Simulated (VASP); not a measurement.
# ScCd (Pm-3m) in VASP: further runs

ScCd is run at these levels: LDA; tasks: single point.

Everything below comes from runs of VASP 6.6.1. Logs are shortened: lines on timing, memory, paths and dates and some standing lists are left out, and cuts for length are marked.

## Step 1: The cell of the first run

It takes space group Pm-3m (No. 221, cubic). The conventional cell has a = 3.526 Å, b = 3.526 Å, c = 3.526 Å, α = 90.00°, β = 90.00°, γ = 90.00°. Within 4.0 Å of Sc (site symmetry m-3m) lie 8 Cd at 3.05 Å and 6 Sc at 3.53 Å. Within 4.0 Å of Cd (site symmetry m-3m) lie 8 Sc at 3.05 Å and 6 Cd at 3.53 Å.

## Step 2: Single point, LDA

File INCAR:

```
ALGO     = Normal         # electronic algorithm
EDIFF    = 1E-6           # SCF threshold, eV
ENCUT    = 520            # plane-wave cutoff, eV
ISIF     = 2              # what is computed and relaxed
ISMEAR   = 0              # smearing method
LASPH    = T              # aspherical terms in the spheres
LCHARG   = F              # write CHGCAR
LREAL    = F              # projectors in reciprocal space
LWAVE    = F              # write WAVECAR
NBANDS   = 18             # bands
NELM     = 80             # most SCF steps
PREC     = Accurate       # precision mode
SIGMA    = 0.15           # smearing width, eV
```

File KPOINTS:

```
Automatic mesh
0
Gamma
  8 8 8
  0.5 0.5 0.5
```

File POSCAR:

```
ScCd
1.0
    3.5262560000      0.0000000000      0.0000000000
    0.0000000000      3.5262560000      0.0000000000
    0.0000000000      0.0000000000      3.5262560000
Sc Cd
1 1
Direct
    0.5000000000      0.5000000000      0.5000000000
    0.0000000000      0.0000000000      0.0000000000
```

Potentials or basis: VASP PAW LDA potentials, release 64 (Sc_sv, Cd).

Launch:

```bash
$ cat potpaw_LDA.64/Sc_sv/POTCAR potpaw_LDA.64/Cd/POTCAR > POTCAR
$ mpirun -np 1 vasp_std > vasp.out
```

OUTCAR:

```text
EDIFF = 1E-6
   ENCUT = 520
   ISIF = 2
   ISMEAR = 0
   LASPH = T
   LREAL = F
   NELM = 80
   PREC = Accurate

 ion  position               nearest neighbor table
   1  0.500  0.500  0.500-   2 3.05   2 3.05   2 3.05   2 3.05   2 3.05   2 3.05   2 3.05   2 3.05

   2  0.000  0.000  0.000-   1 3.05   1 3.05   1 3.05   1 3.05   1 3.05   1 3.05   1 3.05   1 3.05

  LATTYP: Found a simple cubic cell.
 ALAT       =     3.5262560000

  Lattice vectors:

 A1 = (   3.5262560000,   0.0000000000,   0.0000000000)
 A2 = (   0.0000000000,   3.5262560000,   0.0000000000)
 A3 = (   0.0000000000,   0.0000000000,   3.5262560000)

Analysis of symmetry for initial positions (statically):
=====================================================================
 Subroutine PRICEL returns:
 Original cell was already a primitive cell.

 Routine SETGRP: Setting up the symmetry group for a
 simple cubic supercell.

 Subroutine GETGRP returns: Found 48 space group operations
 (whereof 48 operations were pure point group operations)
 out of a pool of 48 trial point group operations.

The static configuration has the point symmetry O_h .

Analysis of symmetry for dynamics (positions and initial velocities):
=====================================================================
 Subroutine PRICEL returns:
 Original cell was already a primitive cell.

 Routine SETGRP: Setting up the symmetry group for a
 simple cubic supercell.

 Subroutine GETGRP returns: Found 48 space group operations
 (whereof 48 operations were pure point group operations)
 out of a pool of 48 trial point group operations.

The dynamic configuration has the point symmetry O_h .

 Subroutine INISYM returns: Found 48 space group operations
 (whereof 48 operations are pure point group operations),
 and found     1 'primitive' translations

----------------------------------------------------------------------------------------

                                     Primitive cell

  volume of cell :      43.8472

  direct lattice vectors                    reciprocal lattice vectors
     3.526256000  0.000000000  0.000000000     0.283586898  0.000000000  0.000000000
     0.000000000  3.526256000  0.000000000     0.000000000  0.283586898  0.000000000
     0.000000000  0.000000000  3.526256000     0.000000000  0.000000000  0.283586898

  length of vectors
     3.526256000  3.526256000  3.526256000     0.283586898  0.283586898  0.283586898

  position of ions in fractional coordinates (direct lattice)
     0.500000000  0.500000000  0.500000000
     0.000000000  0.000000000  0.000000000

  ion indices of the primitive-cell ions
   primitive index   ion index
                 1           1
                 2           2

----------------------------------------------------------------------------------------

 KPOINTS: Automatic mesh

Automatic generation of k-mesh.
 Grid dimensions read from file:
 generate k-points for:    8    8    8

 Generating k-lattice:

  Cartesian coordinates                     Fractional coordinates (reciprocal lattice)
     0.035448362  0.000000000  0.000000000     0.125000000  0.000000000  0.000000000
     0.000000000  0.035448362  0.000000000     0.000000000  0.125000000  0.000000000
     0.000000000  0.000000000  0.035448362     0.000000000  0.000000000  0.125000000

  Length of vectors
     0.035448362  0.035448362  0.035448362

  Shift w.r.t. Gamma in fractional coordinates (k-lattice)
     0.500000000  0.500000000  0.500000000

 Subroutine IBZKPT returns following result:
 ===========================================

 Found     20 irreducible k-points:

 Following reciprocal coordinates:
            Coordinates               Weight
  0.062500  0.062500  0.062500      8.000000
  0.187500  0.062500  0.062500     24.000000
  0.312500  0.062500  0.062500     24.000000
  0.437500  0.062500  0.062500     24.000000
  0.187500  0.187500  0.062500     24.000000
  0.312500  0.187500  0.062500     48.000000
[... 12 lines left out ...]
  0.437500  0.437500  0.312500     24.000000
  0.437500  0.437500  0.437500      8.000000
   k-points           NKPTS =     20   k-points in BZ     NKDIM =     20   number of bands    NBANDS=     18
   number of dos      NEDOS =    301   number of ions     NIONS =      2
   total plane-waves  NPLWV =  21952
   dimension x,y,z NGX =    28 NGY =   28 NGZ =   28
   dimension x,y,z NGXF=    56 NGYF=   56 NGZF=   56
   ions per type =               1   1
   NGX,Y,Z   is equivalent  to a cutoff of  13.20, 13.20, 13.20 a.u.
   NGXF,Y,Z  is equivalent  to a cutoff of  26.40, 26.40, 26.40 a.u.
 SYSTEM =  unknown system
   PREC   = accura    normal or accurate (medium, high low for compatibility)
   ISTART =      0    job   : 0-new  1-cont  2-samecut
   ICHARG =      2    charge: 1-file 2-atom 10-const
   ISPIN  =      1    spin polarized calculation?
   LNONCOLLINEAR =      F non collinear calculations
   LSORBIT =      F    spin-orbit coupling
   LASPH  =      T    aspherical Exc in radial PAW
   ENCUT  =  520.0 eV  38.22 Ry    6.18 a.u.   6.56  6.56  6.56*2*pi/ulx,y,z
   NELM   =     80;   NELMIN=  2; NELMDL= -5     # of ELM steps
   EDIFF  = 0.1E-05   stopping-criterion for ELM
   LREAL  =      F    real-space projection
   EDIFFG = 0.1E-04   stopping-criterion for IOM
   NSW    =      0    number of steps for IOM
   IBRION =     -1    ionic relax: 0-MD 1-quasi-New 2-CG
   NFREE  =      0    steps in history (QN), initial steepest desc. (CG)
   ISIF   =      2    stress and relaxation
   ISYM   =      2    0-nonsym 1-usesym 2-fastsym
   POTIM  = 0.5000    time-step for ionic-motion
   TEBEG  =    0.0;   TEEND  =   0.0 temperature during run
   PSTRESS=    0.0 pullay stress
   NELECT =      23.0000    total number of electrons
   NUPDOWN=      -1.0000    fix difference up-down
   EMIN   =  10.00;   EMAX   =-10.00  energy-range for DOS
   EFERMI =   0.00;   METHOD = LEGACY
   ISMEAR =     0;   SIGMA  =   0.15  broadening in eV -4-tet -1-fermi 0-gaus
   EFERMI_NEDOS =   21; number of points for ismear=-14 and -15
   IALGO  =     38    algorithm
   IMIX   =      4    mixing-type and parameters
     AMIX     =   0.40;   BMIX     =  1.00
     AMIX_MAG =   1.60;   BMIX_MAG =  1.00
  volume/ion in A,a.u.               =      21.92       147.95
  Fermi-wavevector in a.u.,A,eV,Ry     =   1.320293  2.494992 23.717311  1.743173
  Thomas-Fermi vector in A             =   2.450129
   LORBIT       =      0    0 simple, 1 ext, 2 COOP (PROOUT), +10 PAW based schemes
   GGA     = CA    functional components
   LHFCALC =     F    Hartree Fock is set to
   AEXX    =    0.0000 exact exchange contribution
   IVDW    =     0    specifies the selected vdW correction
   LEPSILON=     F    determine dielectric tensor
   LRPA    =     F    only Hartree local field effects (RPA)
 non-spin polarized calculation
 Gauss-broadening in eV      SIGMA  =   0.15
  energy-cutoff  :      520.00
  volume of cell :       43.85
 maximum number of plane-waves:      1195
 NGX is ok and might be reduce to    28
   NGX = 13   NGY = 13   NGZ = 13

 number of electron      23.0000006 magnetization

 Free energy of the ion-electron system (eV)
  ---------------------------------------------------
  ext. energy  EPLUGINS =         0.00000000
  ---------------------------------------------------
  free energy    TOTEN  =        -8.91736191 eV

  energy without entropy =       -8.89094049  energy(sigma->0) =       -8.90415120

 E-fermi :   3.4096     XC(G=0): -10.9727

 val. band max:        3.3842343412   @ k =   0.1875   0.1875   0.0625
 cond. band min:       3.4309594065   @ k =   0.1875   0.1875   0.1875
 fundamental gap:      0.0467250654
 Fermi energy:         3.4095741984

 k-point     1 :       0.0625    0.0625    0.0625
  band No.  band energies     occupation
      1     -45.9827      2.00000
      2     -24.9013      2.00000
      3     -24.9004      2.00000
      4     -24.9004      2.00000
      5      -5.3724      2.00000
      6      -5.3724      2.00000
[... 10 lines left out ...]
     17       8.3743      0.00000
     18       8.3743      0.00000

 k-point     2 :       0.1875    0.0625    0.0625
  band No.  band energies     occupation
      1     -45.9804      2.00000
      2     -24.9303      2.00000
      3     -24.8986      2.00000
      4     -24.8983      2.00000
      5      -5.3494      2.00000
      6      -5.2720      2.00000
[... 10 lines left out ...]
     17       9.2211      0.00000
     18       9.3385      0.00000

 k-point     3 :       0.3125    0.0625    0.0625
  band No.  band energies     occupation
      1     -45.9773      2.00000
      2     -24.9717      2.00000
      3     -24.8954      2.00000
      4     -24.8952      2.00000
      5      -5.3164      2.00000
      6      -5.1387      2.00000
[... 10 lines left out ...]
     17      10.4545      0.00000
     18      10.6902      0.00000

 k-point     4 :       0.4375    0.0625    0.0625
  band No.  band energies     occupation
      1     -45.9751      2.00000
      2     -25.0008      2.00000
      3     -24.8930      2.00000
      4     -24.8930      2.00000
      5      -5.2928      2.00000
      6      -5.1096      2.00000
[... 291 lines left out ...]
      4     -24.9527      2.00000
      5      -5.3006      2.00000
      6      -5.2341      2.00000
[... 10 lines left out ...]
     17       7.3314      0.00000
     18       9.4994      0.00000

 k-point    19 :       0.4375    0.4375    0.3125
  band No.  band energies     occupation
      1     -45.9628      2.00000
      2     -24.9802      2.00000
      3     -24.9800      2.00000
      4     -24.9501      2.00000
      5      -5.3255      2.00000
      6      -5.2441      2.00000
[... 10 lines left out ...]
     17       7.2273      0.00000
     18       8.7543      0.00000

 k-point    20 :       0.4375    0.4375    0.4375
  band No.  band energies     occupation
      1     -45.9607      2.00000
      2     -24.9774      2.00000
      3     -24.9774      2.00000
      4     -24.9774      2.00000
      5      -5.2985      2.00000
      6      -5.2824      2.00000
[... 10 lines left out ...]
     17       8.1533      0.00000
     18       8.1533      0.00000

------------------------ aborting loop because EDIFF is reached ----------------------------------------

  FORCE on cell =-STRESS in cart. coord.  units (eV):
  Direction    XX          YY          ZZ          XY          YZ          ZX
  --------------------------------------------------------------------------------------
  -------------------------------------------------------------------------------------
  Total       -1.4122415     -1.4122415     -1.4122415      0.0000000      0.0000000     -0.0000000
  in kB      -51.6033682    -51.6033682    -51.6033682      0.0000000      0.0000000     -0.0000000
  external PRESSURE =     -51.6033682 kB  Pullay stress =       0.0000000 kB

 VOLUME and BASIS-vectors are now :
 -----------------------------------------------------------------------------
  energy-cutoff  :      520.00
  volume of cell :       43.85
      direct lattice vectors                 reciprocal lattice vectors
     3.526256000  0.000000000  0.000000000     0.283586898  0.000000000  0.000000000
     0.000000000  3.526256000  0.000000000     0.000000000  0.283586898  0.000000000
     0.000000000  0.000000000  3.526256000     0.000000000  0.000000000  0.283586898

 POSITION                                       TOTAL-FORCE (eV/Angst)
 -----------------------------------------------------------------------------------
      1.76313      1.76313      1.76313         0.000000      0.000000      0.000000
      0.00000      0.00000      0.00000         0.000000      0.000000      0.000000
 -----------------------------------------------------------------------------------
    total drift:                                0.000000      0.000000      0.000000

  FREE ENERGIE OF THE ION-ELECTRON SYSTEM (eV)
  ---------------------------------------------------
  free  energy   TOTEN  =        -8.9173619103 eV

  energy  without entropy=       -8.8909404897  energy(sigma->0) =       -8.90415120
```

Wall time 16 s (1 thread of Intel Xeon Platinum 8259CL at 2.50GHz (Skylake/Cascade Lake), shared host); peak memory 0.14 GiB.

Results:

* Free energy: -8.9174 eV
* Pressure: -5.2 GPa

Levels at points of the mesh, in eV from the Fermi level:
```
           k point  band 10  band 11  band 12  band 13  band 14  band 15
(0.06, 0.06, 0.06)    -7.14     0.13     0.13     2.04     2.25     2.25
```

## Step 3: Single point, LDA

File INCAR:

```
SYSTEM = ScCd
  ALGO = Normal
  EDIFF = 1E-6
  ENCUT = 520
  GGA = CA
  ISIF = 2
  ISMEAR = 0
  LASPH = .TRUE.
  LCHARG = .FALSE.
  LREAL = .FALSE.
  LWAVE = .FALSE.
  NBANDS = 18
  NELM = 100
  PREC = Accurate
  SIGMA = 0.15
```

KPOINTS is that of step 2.

POSCAR is that of step 2.

Potentials or basis: VASP PAW LDA potentials, release 64 (Sc_sv, Cd).

Launch:

```bash
$ cat potpaw_LDA.64/Sc_sv/POTCAR potpaw_LDA.64/Cd/POTCAR > POTCAR
$ mpirun -np 1 vasp_std > vasp.out
```

OUTCAR:

```text
SYSTEM = ScCd
   EDIFF = 1E-6
   ENCUT = 520
   GGA = CA
   ISIF = 2
   ISMEAR = 0
   LASPH = .TRUE.
   LREAL = .FALSE.
   NELM = 100
   PREC = Accurate

 ion  position               nearest neighbor table
   1  0.500  0.500  0.500-   2 3.05   2 3.05   2 3.05   2 3.05   2 3.05   2 3.05   2 3.05   2 3.05

   2  0.000  0.000  0.000-   1 3.05   1 3.05   1 3.05   1 3.05   1 3.05   1 3.05   1 3.05   1 3.05

  LATTYP: Found a simple cubic cell.
 ALAT       =     3.5262560000

  Lattice vectors:

 A1 = (   3.5262560000,   0.0000000000,   0.0000000000)
 A2 = (   0.0000000000,   3.5262560000,   0.0000000000)
 A3 = (   0.0000000000,   0.0000000000,   3.5262560000)

Analysis of symmetry for initial positions (statically):
=====================================================================
 Subroutine PRICEL returns:
 Original cell was already a primitive cell.

 Routine SETGRP: Setting up the symmetry group for a
 simple cubic supercell.

 Subroutine GETGRP returns: Found 48 space group operations
 (whereof 48 operations were pure point group operations)
 out of a pool of 48 trial point group operations.

[... 155 lines left out ...]

  energy without entropy =       -8.89094049  energy(sigma->0) =       -8.90415120

 E-fermi :   3.4096     XC(G=0): -10.9727

 val. band max:        3.3842343412   @ k =   0.1875   0.1875   0.0625
 cond. band min:       3.4309594065   @ k =   0.1875   0.1875   0.1875
 fundamental gap:      0.0467250654
 Fermi energy:         3.4095741984

 k-point     1 :       0.0625    0.0625    0.0625
  band No.  band energies     occupation
      1     -45.9827      2.00000
      2     -24.9013      2.00000
      3     -24.9004      2.00000
      4     -24.9004      2.00000
      5      -5.3724      2.00000
      6      -5.3724      2.00000
[... 397 lines left out ...]
      5      -5.2985      2.00000
      6      -5.2824      2.00000
[... 10 lines left out ...]
     17       8.1533      0.00000
     18       8.1533      0.00000

------------------------ aborting loop because EDIFF is reached ----------------------------------------

  FORCE on cell =-STRESS in cart. coord.  units (eV):
  Direction    XX          YY          ZZ          XY          YZ          ZX
  --------------------------------------------------------------------------------------
  -------------------------------------------------------------------------------------
  Total       -1.4122415     -1.4122415     -1.4122415      0.0000000      0.0000000     -0.0000000
  in kB      -51.6033682    -51.6033682    -51.6033682      0.0000000      0.0000000     -0.0000000
  external PRESSURE =     -51.6033682 kB  Pullay stress =       0.0000000 kB

 VOLUME and BASIS-vectors are now :
 -----------------------------------------------------------------------------
  energy-cutoff  :      520.00
  volume of cell :       43.85
      direct lattice vectors                 reciprocal lattice vectors
     3.526256000  0.000000000  0.000000000     0.283586898  0.000000000  0.000000000
     0.000000000  3.526256000  0.000000000     0.000000000  0.283586898  0.000000000
     0.000000000  0.000000000  3.526256000     0.000000000  0.000000000  0.283586898

 POSITION                                       TOTAL-FORCE (eV/Angst)
 -----------------------------------------------------------------------------------
      1.76313      1.76313      1.76313         0.000000      0.000000      0.000000
      0.00000      0.00000      0.00000         0.000000      0.000000      0.000000
 -----------------------------------------------------------------------------------
    total drift:                                0.000000      0.000000      0.000000

  FREE ENERGIE OF THE ION-ELECTRON SYSTEM (eV)
  ---------------------------------------------------
  free  energy   TOTEN  =        -8.9173619103 eV

  energy  without entropy=       -8.8909404897  energy(sigma->0) =       -8.90415120
```

OSZICAR:

```text
N       E                     dE             d eps       ncg     rms          rms(c)
DAV:   1     0.255465562805E+03    0.25547E+03   -0.11981E+04   744   0.136E+03
DAV:   2     0.219675880291E+01   -0.25327E+03   -0.24843E+03   762   0.427E+02
DAV:   3    -0.983810599223E+01   -0.12035E+02   -0.11789E+02   944   0.115E+02
DAV:   4    -0.100539561465E+02   -0.21585E+00   -0.21518E+00  1008   0.158E+01
DAV:   5    -0.100564407226E+02   -0.24846E-02   -0.24845E-02   990   0.143E+00    0.634E+00
DAV:   6    -0.900503133292E+01    0.10514E+01   -0.27106E+00   940   0.174E+01    0.224E+00
DAV:   7    -0.892876949341E+01    0.76262E-01   -0.24899E-01   956   0.450E+00    0.141E+00
DAV:   8    -0.891881921324E+01    0.99503E-02   -0.24420E-02   880   0.198E+00    0.332E-01
DAV:   9    -0.891768209022E+01    0.11371E-02   -0.11831E-02   944   0.996E-01    0.113E-01
DAV:  10    -0.891736447090E+01    0.31762E-03   -0.21478E-03   936   0.471E-01    0.392E-02
DAV:  11    -0.891736185801E+01    0.26129E-05   -0.61816E-05   958   0.102E-01    0.125E-02
DAV:  12    -0.891736191033E+01   -0.52319E-07   -0.14881E-06   450   0.154E-02
   1 F= -.89173619E+01 E0= -.89041512E+01  d E =-.264214E-01
```

Wall time 13 s (1 thread of Intel Xeon Platinum 8259CL at 2.50GHz (Skylake/Cascade Lake), shared host); peak memory 0.14 GiB.

Results:

```yaml
Free_energy: -8.9174 eV
Pressure: -5.2 GPa
```

Levels at points of the mesh, in eV from the Fermi level:
| k point | band 9 | band 10 | band 11 | band 12 | band 13 | band 14 | band 15 | band 16 |
| --- | --- | --- | --- | --- | --- | --- | --- | --- |
| (0.06, 0.06, 0.06) | -8.39 | -7.14 | 0.13 | 0.13 | 2.04 | 2.25 | 2.25 | 4.96 |
